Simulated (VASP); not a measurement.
Set up this calculation in VASP 6.6.1, as the native input.

```
Task                   : single point
Functional             : r2SCAN
Potentials or basis    : VASP PAW PBE potentials, release 64 (B, N)
Cutoff                 : 520 eV
k mesh                 : 6 × 6 × 6
Occupations            : gaussian, width 0.05 eV
Spin                   : no spin polarisation
Dipole correction      : no
Further INCAR settings : ALGO = Normal; EDIFF = 1e-06; NBANDS = 26
```

Crystal: BN.

```xyz
8
Lattice="3.6096 0.0000 0.0000 0.0000 -3.6096 0.0000 0.0000 0.0000 -3.6096" Properties=species:S:1:pos:R:3 pbc="T T T"
B     0.0000    0.0000    0.0000
B     1.8048   -1.8048    0.0000
B     1.8048    0.0000   -1.8048
B     0.0000   -1.8048   -1.8048
N     2.7072   -2.6822   -2.7072
N     0.9024   -0.9024   -2.7072
N     0.9024   -2.7072   -0.9024
N     2.7072   -0.9024   -0.9024
```

This cell differs from its parent crystal: atom 5 (N) moved +0.025 Å along Cartesian [0 1 0].

The input as run:

POSCAR

```
BN
1.0
    3.6096275117      0.0000000000      0.0000000000
    0.0000000000     -3.6096275117      0.0000000000
    0.0000000000      0.0000000000     -3.6096275117
B N
4 4
Direct
    0.0000000000      0.0000000000      0.0000000000
    0.5000000000      0.5000000000      0.0000000000
    0.5000000000      0.0000000000      0.5000000000
    0.0000000000      0.5000000000      0.5000000000
    0.7500000000      0.7430740776      0.7500000000
    0.2500000000      0.2500000000      0.7500000000
    0.2500000000      0.7500000000      0.2500000000
    0.7500000000      0.2500000000      0.2500000000
```

INCAR.step1

```
SYSTEM = BN
ALGO = Normal ; EDIFF = 1E-4
ENCUT = 520 ; GGA = PE
ISMEAR = 0 ; LASPH = .True.
LCHARG = .False. ; LREAL = .False.
LWAVE = .True. ; NBANDS = 26
NELM = 80 ; PREC = Accurate
SIGMA = 0.05
```

INCAR.step2

```
SYSTEM = BN
ALGO = Normal ; EDIFF = 1E-6
ENCUT = 520 ; ISIF = 2
ISMEAR = 0 ; ISTART = 1
LASPH = .True. ; LCHARG = .True.
LELF = .True. ; LMIXTAU = .True.
LREAL = .False. ; LVHAR = .True.
LWAVE = .False. ; METAGGA = R2SCAN
NBANDS = 26 ; NELM = 80
PREC = Accurate ; SIGMA = 0.05
```

KPOINTS

```
k-points
0
Gamma
  6 6 6
  0 0 0
```

Potentials or basis: VASP PAW PBE potentials, release 64 (B, N).

Launch:

```bash
$ cat potpaw_PBE.64/B/POTCAR potpaw_PBE.64/N/POTCAR > POTCAR
$ cp INCAR.step1 INCAR
$ mpirun -np 1 vasp_std > vasp.out
$ cp INCAR.step2 INCAR
$ mpirun -np 1 vasp_std > vasp.out
```

It gave:

```yaml
Pressure: 1.2 GPa
Largest_force: 0.922 eV/Å
Band_gap_on_the_k_mesh: 4.92 eV
```

Caveat: the cell differs from its parent crystal (atom 5 (N) moved +0.025 Å along Cartesian [0 1 0]); the PAW data sets were made with another functional, which shifts forces and pressure a little.

Run time: 100 s on 1 thread of AMD EPYC 9R45 96-Core Processor (Zen 5), with other jobs on the host, peak memory 0.16 GiB.
